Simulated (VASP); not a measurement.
# MoS2 in VASP: single point with PBEsol

Aim: the single point of MoS2 with PBEsol.

All numbers are computed with VASP 6.6.1; they aren't measurements. Logs are shortened: lines on timing, memory, paths and dates and some standing lists are left out, and cuts for length are marked.

**1. The cell of the first run**

The cell holds a sheet with vacuum, 3 atoms: a = 3.128 Å, b = 3.128 Å, c = 30.060 Å, α = 90.00°, β = 90.00°, γ = 120.00°.

**2. Single point, PBEsol**

File INCAR:

```
PREC = Accurate ; ENCUT = 520
EDIFF = 1E-7 ; ISMEAR = 0
SIGMA = 0.02 ; LREAL = False
LASPH = True ; NELM = 100
ALGO = Normal ; ISIF = 2
LWAVE = False ; LCHARG = True
LDIPOL = True ; IDIPOL = 3
DIPOL = 0.5 0.5 0.351 ; GGA = PS
LELF = True ; LVHAR = True
LVACPOTAV = True ; NBANDS = 20
```

File KPOINTS:

```
Automatic mesh
0
Gamma
  12 12 1
```

File POSCAR:

```
MoS2
1.0
    3.1284000000      0.0000000000      0.0000000000
   -1.5642000000      2.7092738732      0.0000000000
    0.0000000000      0.0000000000     30.0600000012
S Mo
2 1
Direct
    0.6666666667      0.3333333333      0.2994804372
    0.6666666667      0.3333333333      0.4034470412
    0.3333333333      0.6666666667      0.3514637392
```

Potentials or basis: VASP PAW PBE potentials, release 64 (S, Mo_sv).

Run with:

```console
> cat potpaw_PBE.64/S/POTCAR potpaw_PBE.64/Mo_sv/POTCAR > POTCAR
> mpirun -np 1 vasp_std > vasp.out
```

OUTCAR:

```text
PREC = Accurate
   ENCUT = 520
   EDIFF = 1E-7
   ISMEAR = 0
   LREAL = False
   LASPH = True
   NELM = 100
   ISIF = 2
   GGA = PS

 ion  position               nearest neighbor table
   1  0.667  0.333  0.299-   3 2.39   3 2.39   3 2.39
   2  0.667  0.333  0.403-   3 2.39   3 2.39   3 2.39
   3  0.333  0.667  0.351-   1 2.39   2 2.39   1 2.39   2 2.39   1 2.39   2 2.39

  LATTYP: Found a hexagonal cell.
 ALAT       =     3.1284000000
 C/A-ratio  =     9.6087456851

  Lattice vectors:

 A1 = (   3.1284000000,   0.0000000000,   0.0000000000)
 A2 = (  -1.5642000000,   2.7092738732,   0.0000000000)
 A3 = (   0.0000000000,   0.0000000000,  30.0600000012)

Analysis of symmetry for initial positions (statically):
=====================================================================
 Subroutine PRICEL returns:
 Original cell was already a primitive cell.

 Routine SETGRP: Setting up the symmetry group for a
 hexagonal supercell.

 Subroutine GETGRP returns: Found 12 space group operations
 (whereof  6 operations were pure point group operations)
 out of a pool of 24 trial point group operations.

The static configuration has the point symmetry C_3v.
 The point group associated with its full space group is D_3h.

Analysis of symmetry for dynamics (positions and initial velocities):
=====================================================================
 Subroutine PRICEL returns:
 Original cell was already a primitive cell.

 Routine SETGRP: Setting up the symmetry group for a
 hexagonal supercell.

 Subroutine GETGRP returns: Found 12 space group operations
 (whereof  6 operations were pure point group operations)
 out of a pool of 24 trial point group operations.

The dynamic configuration has the point symmetry C_3v.
 The point group associated with its full space group is D_3h.

 Subroutine INISYM returns: Found 12 space group operations
 (whereof  6 operations are pure point group operations),
 and found     1 'primitive' translations

----------------------------------------------------------------------------------------

                                     Primitive cell

  volume of cell :     254.7793

  direct lattice vectors                    reciprocal lattice vectors
     3.128400000  0.000000000  0.000000000     0.319652218  0.184551294  0.000000000
    -1.564200000  2.709273873  0.000000000     0.000000000  0.369102589  0.000000000
     0.000000000  0.000000000 30.060000001     0.000000000  0.000000000  0.033266800

  length of vectors
     3.128400000  3.128400000 30.060000001     0.369102589  0.369102589  0.033266800

  position of ions in fractional coordinates (direct lattice)
     0.666666667  0.333333333  0.299480437
     0.666666667  0.333333333  0.403447041
     0.333333333  0.666666667  0.351463739

  ion indices of the primitive-cell ions
   primitive index   ion index
                 1           1
                 2           2
                 3           3

----------------------------------------------------------------------------------------

 KPOINTS: Automatic mesh

Automatic generation of k-mesh.
 Grid dimensions read from file:
 generate k-points for:   12   12    1

 Generating k-lattice:

  Cartesian coordinates                     Fractional coordinates (reciprocal lattice)
     0.026637685  0.015379275  0.000000000     0.083333333  0.000000000  0.000000000
     0.000000000  0.030758549  0.000000000     0.000000000  0.083333333  0.000000000
     0.000000000  0.000000000  0.033266800     0.000000000  0.000000000  1.000000000

  Length of vectors
     0.030758549  0.030758549  0.033266800

  Shift w.r.t. Gamma in fractional coordinates (k-lattice)
     0.000000000  0.000000000  0.000000000

 Subroutine IBZKPT returns following result:
 ===========================================

 Found     19 irreducible k-points:

 Following reciprocal coordinates:
            Coordinates               Weight
  0.000000  0.000000  0.000000      1.000000
  0.083333  0.000000  0.000000      6.000000
  0.166667  0.000000  0.000000      6.000000
  0.250000  0.000000  0.000000      6.000000
  0.333333  0.000000  0.000000      6.000000
  0.416667 -0.000000  0.000000      6.000000
[... 11 lines left out ...]
  0.333333  0.250000  0.000000     12.000000
  0.333333  0.333333  0.000000      2.000000
   k-points           NKPTS =     19   k-points in BZ     NKDIM =     19   number of bands    NBANDS=     20
   number of dos      NEDOS =    301   number of ions     NIONS =      3
   total plane-waves  NPLWV = 129024
   dimension x,y,z NGX =    24 NGY =   24 NGZ =  224
   dimension x,y,z NGXF=    48 NGYF=   48 NGZF=  448
   ions per type =               2   1
   NGX,Y,Z   is equivalent  to a cutoff of  12.75, 12.75, 12.39 a.u.
   NGXF,Y,Z  is equivalent  to a cutoff of  25.51, 25.51, 24.78 a.u.
 SYSTEM =  unknown system
   PREC   = accura    normal or accurate (medium, high low for compatibility)
   ISTART =      0    job   : 0-new  1-cont  2-samecut
   ICHARG =      2    charge: 1-file 2-atom 10-const
   ISPIN  =      1    spin polarized calculation?
   LNONCOLLINEAR =      F non collinear calculations
   LSORBIT =      F    spin-orbit coupling
   LASPH  =      T    aspherical Exc in radial PAW
   ENCUT  =  520.0 eV  38.22 Ry    6.18 a.u.   5.82  5.82 55.89*2*pi/ulx,y,z
   NELM   =    100;   NELMIN=  2; NELMDL= -5     # of ELM steps
   EDIFF  = 0.1E-06   stopping-criterion for ELM
   LREAL  =      F    real-space projection
   EDIFFG = 0.1E-05   stopping-criterion for IOM
   NSW    =      0    number of steps for IOM
   IBRION =     -1    ionic relax: 0-MD 1-quasi-New 2-CG
   NFREE  =      0    steps in history (QN), initial steepest desc. (CG)
   ISIF   =      2    stress and relaxation
   ISYM   =      2    0-nonsym 1-usesym 2-fastsym
   POTIM  = 0.5000    time-step for ionic-motion
   TEBEG  =    0.0;   TEEND  =   0.0 temperature during run
   PSTRESS=    0.0 pullay stress
   NELECT =      26.0000    total number of electrons
   NUPDOWN=      -1.0000    fix difference up-down
   EMIN   =  10.00;   EMAX   =-10.00  energy-range for DOS
   EFERMI =   0.00;   METHOD = LEGACY
   ISMEAR =     0;   SIGMA  =   0.02  broadening in eV -4-tet -1-fermi 0-gaus
   EFERMI_NEDOS =   21; number of points for ismear=-14 and -15
   IALGO  =     38    algorithm
   IMIX   =      4    mixing-type and parameters
     AMIX     =   0.40;   BMIX     =  1.00
     AMIX_MAG =   1.60;   BMIX_MAG =  1.00
  volume/ion in A,a.u.               =      84.93       573.11
  Fermi-wavevector in a.u.,A,eV,Ry     =   0.765029  1.445695  7.963073  0.585269
  Thomas-Fermi vector in A             =   1.865060
   LORBIT       =      0    0 simple, 1 ext, 2 COOP (PROOUT), +10 PAW based schemes
   GGA     = PS    functional components
   LHFCALC =     F    Hartree Fock is set to
   AEXX    =    0.0000 exact exchange contribution
   IVDW    =     0    specifies the selected vdW correction
   LEPSILON=     F    determine dielectric tensor
   LRPA    =     F    only Hartree local field effects (RPA)
 non-spin polarized calculation
 Gauss-broadening in eV      SIGMA  =   0.02
  energy-cutoff  :      520.00
  volume of cell :      254.78
 maximum number of plane-waves:      6904
 NGX is ok and might be reduce to    24
   NGX = 11   NGY = 11   NGZ =111

 dipolmoment           0.000000      0.000000     -0.000004 electrons x Angstroem

 number of electron      25.9999998 magnetization

 dipolmoment           0.000000      0.000000      0.000000 electrons x Angstroem

 Free energy of the ion-electron system (eV)
  ---------------------------------------------------
  ext. energy  EPLUGINS =         0.00000000
  ---------------------------------------------------
  free energy    TOTEN  =       -23.42344836 eV

  energy without entropy =      -23.42344836  energy(sigma->0) =      -23.42344836

 E-fermi :  -3.1588     XC(G=0):  -2.5997

 val. band max:       -3.2590898311   @ k =   0.3333   0.3333   0.0000
 cond. band min:      -1.3999648907   @ k =   0.3333   0.3333   0.0000
 fundamental gap:      1.8591249404
 Fermi energy:        -3.1587760288

 k-point     1 :       0.0000    0.0000    0.0000
  band No.  band energies     occupation
      1     -63.9517      2.00000
      2     -38.1727      2.00000
      3     -37.8921      2.00000
      4     -37.8921      2.00000
      5     -17.5205      2.00000
      6     -16.1659      2.00000
[... 12 lines left out ...]
     19       2.3626      0.00000
     20       2.7455      0.00000

 k-point     2 :       0.0833    0.0000    0.0000
  band No.  band energies     occupation
      1     -63.9485      2.00000
      2     -38.1666      2.00000
      3     -37.9232      2.00000
      4     -37.8991      2.00000
      5     -17.4090      2.00000
      6     -16.1198      2.00000
[... 12 lines left out ...]
     19       2.5036      0.00000
     20       2.8961      0.00000

 k-point     3 :       0.1667    0.0000    0.0000
  band No.  band energies     occupation
      1     -63.9398      2.00000
      2     -38.1498      2.00000
      3     -38.0073      2.00000
      4     -37.9182      2.00000
      5     -17.0911      2.00000
      6     -15.9884      2.00000
[... 12 lines left out ...]
     19       2.9164      0.00000
     20       3.3233      0.00000

 k-point     4 :       0.2500    0.0000    0.0000
  band No.  band energies     occupation
      1     -63.9279      2.00000
      2     -38.1268      2.00000
      3     -38.1204      2.00000
      4     -37.9442      2.00000
      5     -16.6184      2.00000
      6     -15.7947      2.00000
[... 314 lines left out ...]
 k-point    18 :       0.3333    0.2500    0.0000
  band No.  band energies     occupation
      1     -63.8995      2.00000
      2     -38.2641      2.00000
      3     -38.1266      2.00000
      4     -38.0720      2.00000
      5     -15.2335      2.00000
      6     -15.2009      2.00000
[... 12 lines left out ...]
     19       5.0467      0.00000
     20       6.1251      0.00000

 k-point    19 :       0.3333    0.3333    0.0000
  band No.  band energies     occupation
      1     -63.8979      2.00000
      2     -38.2302      2.00000
      3     -38.1794      2.00000
      4     -38.0689      2.00000
      5     -15.1536      2.00000
      6     -15.1441      2.00000
[... 12 lines left out ...]
     19       4.3611      0.00000
     20       6.4173      0.00000

------------------------ aborting loop because EDIFF is reached ----------------------------------------

 vacuum level on the upper side and lower side of the slab       (xc-potential included)        -0.116        -0.115

  FORCE on cell =-STRESS in cart. coord.  units (eV):
  Direction    XX          YY          ZZ          XY          YZ          ZX
  --------------------------------------------------------------------------------------
  -------------------------------------------------------------------------------------
  Total        0.3603149      0.3603149     -0.0186560      0.0000000      0.0000000      0.0000000
  in kB        2.2658371      2.2658371     -0.1173183      0.0000000      0.0000000      0.0000000
  external PRESSURE =       1.4714520 kB  Pullay stress =       0.0000000 kB

 VOLUME and BASIS-vectors are now :
 -----------------------------------------------------------------------------
  energy-cutoff  :      520.00
  volume of cell :      254.78
      direct lattice vectors                 reciprocal lattice vectors
     3.128400000  0.000000000  0.000000000     0.319652218  0.184551294  0.000000000
    -1.564200000  2.709273873  0.000000000     0.000000000  0.369102589  0.000000000
     0.000000000  0.000000000 30.060000001     0.000000000  0.000000000  0.033266800

 POSITION                                       TOTAL-FORCE (eV/Angst)
 -----------------------------------------------------------------------------------
      1.56420      0.90309      9.00238         0.000000     -0.000000     -0.001576
      1.56420      0.90309     12.12762         0.000000     -0.000000      0.001576
     -0.00000      1.80618     10.56500        -0.000000      0.000000      0.000000
 -----------------------------------------------------------------------------------
    total drift:                                0.000000     -0.000000      0.000033

  FREE ENERGIE OF THE ION-ELECTRON SYSTEM (eV)
  ---------------------------------------------------
  free  energy   TOTEN  =       -23.4234483599 eV

  energy  without entropy=      -23.4234483599  energy(sigma->0) =      -23.42344836

 vacuum level on the upper side and lower side of the slab         2.662         2.662
```

It took 2.4 min on 1 thread of AMD EPYC 7R13 (Zen 3), shared host; peak memory 0.34 GiB.

What came out:

| Quantity | Value |
| --- | --- |
| Free energy | -23.4234 eV |
| Band gap on the k mesh | 1.86 eV |
| Ionisation potential of the upper face | 5.92 eV |

Caveat: the PAW data sets were made with another functional, which shifts forces and pressure a little.
